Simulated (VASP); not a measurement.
# Ta4N in VASP: notebook, part 2 of 2

VASP 6.6.1. Earlier steps stand in the parts before.

### Step 3. Single point, PBE

File INCAR:

```
SYSTEM = Ta4N
ALGO = Normal
DIPOL = 0.5 0.5 0.349
EDIFF = 1E-6
ENCUT = 520
GGA = PE
IDIPOL = 3
ISIF = 2
ISMEAR = 0
LASPH = .True.
LCHARG = .False.
LDIPOL = .True.
LREAL = .False.
LWAVE = .False.
NBANDS = 32
NELM = 60
PREC = Accurate
SIGMA = 0.1
```

File KPOINTS:

```
k-points
0
Gamma
  8 8 1
  0 0 0
```

File POSCAR:

```
Ta4N
1.0
    3.3189671338      0.0000000000      0.0000000000
    0.0000000000      3.3189671338      0.0000000000
    0.0000000000      0.0000000000     20.2996559829
Ta N
4 1
Direct
    0.5000000000      0.5000000000      0.1970476743
    0.0000000000      0.0000000000      0.2787970186
    0.5000000000      0.5000000000      0.3599139064
    0.0000000000      0.0000000000      0.4334879365
    0.1250000000      0.5000000000      0.4772057683
```

Potentials or basis: VASP PAW PBE potentials, release 64 (Ta_pv, N).

On the command line:

```console
> cat potpaw_PBE.64/Ta_pv/POTCAR potpaw_PBE.64/N/POTCAR > POTCAR
> mpirun -np 1 vasp_std > vasp.out
```

OUTCAR:

```text
SYSTEM = Ta4N
   EDIFF = 1E-6
   ENCUT = 520
   GGA = PE
   ISIF = 2
   ISMEAR = 0
   LASPH = .True.
   LREAL = .False.
   NELM = 60
   PREC = Accurate

 ion  position               nearest neighbor table
   1  0.500  0.500  0.197-   2 2.87   2 2.87   2 2.87   2 2.87   3 3.31
   2  0.000  0.000  0.279-   3 2.87   3 2.87   3 2.87   3 2.87   1 2.87   1 2.87   1 2.87   1 2.87
                             4 3.14
   3  0.500  0.500  0.360-   5 2.69   4 2.78   4 2.78   4 2.78   4 2.78   2 2.87   2 2.87   2 2.87
                             2 2.87   1 3.31
   4  0.000  0.000  0.433-   5 1.93   5 1.93   3 2.78   3 2.78   3 2.78   3 2.78   2 3.14
   5  0.125  0.500  0.477-   4 1.93   4 1.93   3 2.69

  LATTYP: Found a simple tetragonal cell.
 ALAT       =     3.3189671338
 C/A-ratio  =     6.1162570054

  Lattice vectors:

 A1 = (   3.3189671338,   0.0000000000,   0.0000000000)
 A2 = (   0.0000000000,   3.3189671338,   0.0000000000)
 A3 = (   0.0000000000,   0.0000000000,  20.2996559829)

Analysis of symmetry for initial positions (statically):
=====================================================================
 Subroutine PRICEL returns:
 Original cell was already a primitive cell.

 Routine SETGRP: Setting up the symmetry group for a
 simple tetragonal supercell.

 Subroutine GETGRP returns: Found  2 space group operations
 (whereof  2 operations were pure point group operations)
 out of a pool of 16 trial point group operations.

The static configuration has the point symmetry C_1h.

Analysis of symmetry for dynamics (positions and initial velocities):
=====================================================================
 Subroutine PRICEL returns:
 Original cell was already a primitive cell.

 Routine SETGRP: Setting up the symmetry group for a
 simple tetragonal supercell.

 Subroutine GETGRP returns: Found  2 space group operations
 (whereof  2 operations were pure point group operations)
 out of a pool of 16 trial point group operations.

The dynamic configuration has the point symmetry C_1h.

 Subroutine INISYM returns: Found  2 space group operations
 (whereof  2 operations are pure point group operations),
 and found     1 'primitive' translations

----------------------------------------------------------------------------------------

                                     Primitive cell

  volume of cell :     223.6117

  direct lattice vectors                    reciprocal lattice vectors
     3.318967134  0.000000000  0.000000000     0.301298555  0.000000000  0.000000000
     0.000000000  3.318967134  0.000000000     0.000000000  0.301298555  0.000000000
     0.000000000  0.000000000 20.299655983     0.000000000  0.000000000  0.049261919

  length of vectors
     3.318967134  3.318967134 20.299655983     0.301298555  0.301298555  0.049261919

  position of ions in fractional coordinates (direct lattice)
     0.500000000  0.500000000  0.197047674
     0.000000000  0.000000000  0.278797019
     0.500000000  0.500000000  0.359913906
     0.000000000  0.000000000  0.433487937
     0.125000000  0.500000000  0.477205768

  ion indices of the primitive-cell ions
   primitive index   ion index
                 1           1
                 2           2
                 3           3
[... 54 lines left out ...]
 -0.375000  0.500000  0.000000      2.000000
   k-points           NKPTS =     25   k-points in BZ     NKDIM =     25   number of bands    NBANDS=     32
   number of dos      NEDOS =    301   number of ions     NIONS =      5
   total plane-waves  NPLWV = 125440
   dimension x,y,z NGX =    28 NGY =   28 NGZ =  160
   dimension x,y,z NGXF=    56 NGYF=   56 NGZF=  320
   ions per type =               4   1
   NGX,Y,Z   is equivalent  to a cutoff of  14.03, 14.03, 13.10 a.u.
   NGXF,Y,Z  is equivalent  to a cutoff of  28.05, 28.05, 26.21 a.u.
 SYSTEM =  Ta4N
   PREC   = accura    normal or accurate (medium, high low for compatibility)
   ISTART =      0    job   : 0-new  1-cont  2-samecut
   ICHARG =      2    charge: 1-file 2-atom 10-const
   ISPIN  =      1    spin polarized calculation?
   LNONCOLLINEAR =      F non collinear calculations
   LSORBIT =      F    spin-orbit coupling
   LASPH  =      T    aspherical Exc in radial PAW
   ENCUT  =  520.0 eV  38.22 Ry    6.18 a.u.   6.17  6.17 37.74*2*pi/ulx,y,z
   NELM   =     60;   NELMIN=  2; NELMDL= -5     # of ELM steps
   EDIFF  = 0.1E-05   stopping-criterion for ELM
   LREAL  =      F    real-space projection
   EDIFFG = 0.1E-04   stopping-criterion for IOM
   NSW    =      0    number of steps for IOM
   IBRION =     -1    ionic relax: 0-MD 1-quasi-New 2-CG
   NFREE  =      0    steps in history (QN), initial steepest desc. (CG)
   ISIF   =      2    stress and relaxation
   ISYM   =      2    0-nonsym 1-usesym 2-fastsym
   POTIM  = 0.5000    time-step for ionic-motion
   TEBEG  =    0.0;   TEEND  =   0.0 temperature during run
   PSTRESS=    0.0 pullay stress
   NELECT =      49.0000    total number of electrons
   NUPDOWN=      -1.0000    fix difference up-down
   EMIN   =  10.00;   EMAX   =-10.00  energy-range for DOS
   EFERMI =   0.00;   METHOD = LEGACY
   ISMEAR =     0;   SIGMA  =   0.10  broadening in eV -4-tet -1-fermi 0-gaus
   EFERMI_NEDOS =   21; number of points for ismear=-14 and -15
   IALGO  =     38    algorithm
   IMIX   =      4    mixing-type and parameters
     AMIX     =   0.40;   BMIX     =  1.00
     AMIX_MAG =   1.60;   BMIX_MAG =  1.00
  volume/ion in A,a.u.               =      44.72       301.80
  Fermi-wavevector in a.u.,A,eV,Ry     =   0.986981  1.865123 13.253856  0.974131
  Thomas-Fermi vector in A             =   2.118401
   LORBIT       =      0    0 simple, 1 ext, 2 COOP (PROOUT), +10 PAW based schemes
   GGA     = PE    functional components
   LHFCALC =     F    Hartree Fock is set to
   AEXX    =    0.0000 exact exchange contribution
   IVDW    =     0    specifies the selected vdW correction
   LEPSILON=     F    determine dielectric tensor
   LRPA    =     F    only Hartree local field effects (RPA)
 non-spin polarized calculation
 Gauss-broadening in eV      SIGMA  =   0.10
  energy-cutoff  :      520.00
  volume of cell :      223.61
 maximum number of plane-waves:      6059
 NGX is ok and might be reduce to    28
   NGX = 13   NGY = 13   NGZ = 75

 dipolmoment           0.000000      0.000000     -0.001667 electrons x Angstroem

 number of electron      48.9999995 magnetization

 dipolmoment           0.000000      0.000000      0.092690 electrons x Angstroem

 Free energy of the ion-electron system (eV)
  ---------------------------------------------------
  ext. energy  EPLUGINS =         0.00000000
  ---------------------------------------------------
  free energy    TOTEN  =       -53.04294104 eV

  energy without entropy =      -53.02496314  energy(sigma->0) =      -53.03395209

 E-fermi :  -0.9084     XC(G=0):  -5.4254

 val. band max:       -0.9191060610   @ k =   0.3750   0.2500   0.0000
 cond. band min:      -0.8875053386   @ k =   0.5000   0.0000   0.0000
 fundamental gap:      0.0316007225
 Fermi energy:        -0.9083522215

 k-point     1 :       0.0000    0.0000    0.0000
  band No.  band energies     occupation
      1     -35.8690      2.00000
      2     -35.6885      2.00000
      3     -35.6803      2.00000
      4     -35.4326      2.00000
      5     -35.4184      2.00000
      6     -35.3972      2.00000
[... 829 lines left out ...]
     31       1.8352      0.00000
     32       2.8337      0.00000

 [... further k-points ...]

------------------------ aborting loop because EDIFF is reached ----------------------------------------

 vacuum level on the upper side and lower side of the slab       (xc-potential included)         0.604        -0.932

  FORCE on cell =-STRESS in cart. coord.  units (eV):
  Direction    XX          YY          ZZ          XY          YZ          ZX
  --------------------------------------------------------------------------------------
  -------------------------------------------------------------------------------------
  Total        0.4080261      2.0371595     -0.0836027      0.0000000      0.0000000      1.3755210
  in kB        2.9235056     14.5962414     -0.5990131      0.0000000      0.0000000      9.8556036
  external PRESSURE =       5.6402446 kB  Pullay stress =       0.0000000 kB

 VOLUME and BASIS-vectors are now :
 -----------------------------------------------------------------------------
  energy-cutoff  :      520.00
  volume of cell :      223.61
      direct lattice vectors                 reciprocal lattice vectors
     3.318967134  0.000000000  0.000000000     0.301298555  0.000000000  0.000000000
     0.000000000  3.318967134  0.000000000     0.000000000  0.301298555  0.000000000
     0.000000000  0.000000000 20.299655983     0.000000000  0.000000000  0.049261919

 POSITION                                       TOTAL-FORCE (eV/Angst)
 -----------------------------------------------------------------------------------
      1.65948      1.65948      4.00000         0.098280      0.000000      1.188795
      0.00000      0.00000      5.65948         0.125412      0.000000     -0.764275
      1.65948      1.65948      7.30613        -0.821638      0.000000     -2.123072
      0.00000      0.00000      8.79966        -0.545113      0.000000      1.597931
      0.41487      1.65948      9.68711         1.143058      0.000000      0.100622
 -----------------------------------------------------------------------------------
    total drift:                                0.000004      0.000000      0.000289

  FREE ENERGIE OF THE ION-ELECTRON SYSTEM (eV)
  ---------------------------------------------------
  free  energy   TOTEN  =       -53.0429410439 eV

  energy  without entropy=      -53.0249631359  energy(sigma->0) =      -53.03395209

 vacuum level on the upper side and lower side of the slab         4.531         2.945
```

OSZICAR:

```text
N       E                     dE             d eps       ncg     rms          rms(c)
DAV:   1     0.379712470812E+03    0.37971E+03   -0.26951E+04  2016   0.132E+03
DAV:   2    -0.366621589459E+02   -0.41637E+03   -0.40386E+03  1968   0.347E+02
DAV:   3    -0.593724852017E+02   -0.22710E+02   -0.21964E+02  2048   0.718E+01
[... 20 lines left out ...]
DAV:  24    -0.530429181746E+02   -0.13663E-04   -0.62454E-07  1384   0.461E-03    0.290E-03
DAV:  25    -0.530429301729E+02   -0.11998E-04   -0.76985E-07  1336   0.492E-03    0.129E-03
DAV:  26    -0.530429378372E+02   -0.76643E-05   -0.41492E-07  1264   0.276E-03    0.791E-04
DAV:  27    -0.530429405244E+02   -0.26872E-05   -0.20883E-07  1224   0.258E-03    0.297E-04
DAV:  28    -0.530429410439E+02   -0.51951E-06   -0.82788E-08  1072   0.134E-03
   1 F= -.53042941E+02 E0= -.53033952E+02  d E =-.179779E-01
```

It took 3.5 min on 1 thread of Intel Xeon 6975P-C (Granite Rapids), shared host; peak memory 0.42 GiB.

Results:

| Property | Result |
| --- | --- |
| Free energy | -53.0429 eV |
| Largest force | 2.277 eV/Å |
| Band gap on the k mesh | zero (an odd number of electrons rules out a gap without spin polarisation) |

Forces in eV/Å, atoms in the order of the input:
```
Ta   0.098  0.000  1.189
Ta   0.125  0.000 -0.764
Ta  -0.822  0.000 -2.123
Ta  -0.545  0.000  1.598
N    1.143  0.000  0.101
```

Caveat: spin-orbit coupling is left out, which moves the levels of the heavy elements.

### Step 4. Single point, PBE

File INCAR:

```
  PREC = Accurate
  ENCUT = 520
  EDIFF = 1E-7
  ISMEAR = 0
  SIGMA = 0.1
  LREAL = F
  LASPH = T
  NELM = 100
  ALGO = Normal
  ISIF = 2
  LWAVE = F
  LCHARG = F
  LDIPOL = T
  IDIPOL = 3
  DIPOL = 0.5 0.5 0.346
  GGA = PE
  NBANDS = 32
```

File KPOINTS:

```
regular mesh
0
Gamma
  8 8 1
```

POSCAR: that of step 3 with these lines changed.

```diff
@@ -12,2 +12,2 @@
     0.0000000000      0.0000000000      0.4334879365
-    0.1250000000      0.5000000000      0.4772057683
+    0.3750000000      0.5000000000      0.4621013316
```

On the command line:

```console
> cat potpaw_PBE.64/Ta_pv/POTCAR potpaw_PBE.64/N/POTCAR > POTCAR
> mpirun -np 1 vasp_std > vasp.out
```

It took 4.1 min on 1 thread of Intel Xeon 6975P-C (Granite Rapids), shared host; peak memory 0.43 GiB.

The run converged. Its results:

| Quantity | Value |
| --- | --- |
| Free energy | -53.8388 eV |
| Largest force | 3.731 eV/Å |
| Band gap on the k mesh | zero (an odd number of electrons rules out a gap without spin polarisation) |

Forces on the atoms (eV/Å):
```
Ta  -0.053  0.000  1.527
Ta   0.234  0.000 -1.464
Ta  -0.362  0.000 -3.713
Ta   0.197  0.000  3.600
N   -0.017  0.000  0.049
```

Levels at points of the mesh, in eV from the Fermi level:
```tsv
k point	band 22	band 23	band 24	band 25	band 26	band 27	band 28	band 29
(0.00, 0.00, 0.00)	-0.10	0.10	0.26	0.27	0.42	0.59	0.67	1.45
(0.50, 0.00, 0.00)	-0.81	-0.72	-0.14	0.18	0.65	1.37	1.83	2.29
(0.00, 0.50, 0.00)	-0.78	-0.73	-0.16	0.00	0.35	1.01	1.50	1.93
(0.50, 0.50, 0.00)	-1.71	-1.19	-0.45	-0.44	1.99	2.12	2.17	2.37
```

Caveat: spin-orbit coupling is left out, which moves the levels of the heavy elements.

### Step 5. Summary

| cell | gap on the mesh (eV) | largest force (eV/Å) |
| --- | --- | --- |
| as given, atomic positions A | none | 4.47 |
| as given, atomic positions B | none | 2.28 |
| as given, atomic positions C | none | 3.73 |

Alike in all rows: task single point; level PBE; potentials or basis VASP PAW PBE potentials, release 64 (Ta_pv, N); no spin polarisation; k mesh 8 × 8 × 1; cutoff (eV) 520; smearing gaussian 0.1 eV.

Caveats: spin-orbit coupling is left out, which moves the levels of the heavy elements.

Total energies depend on the potentials used, so only differences within one code and one set of settings carry meaning.
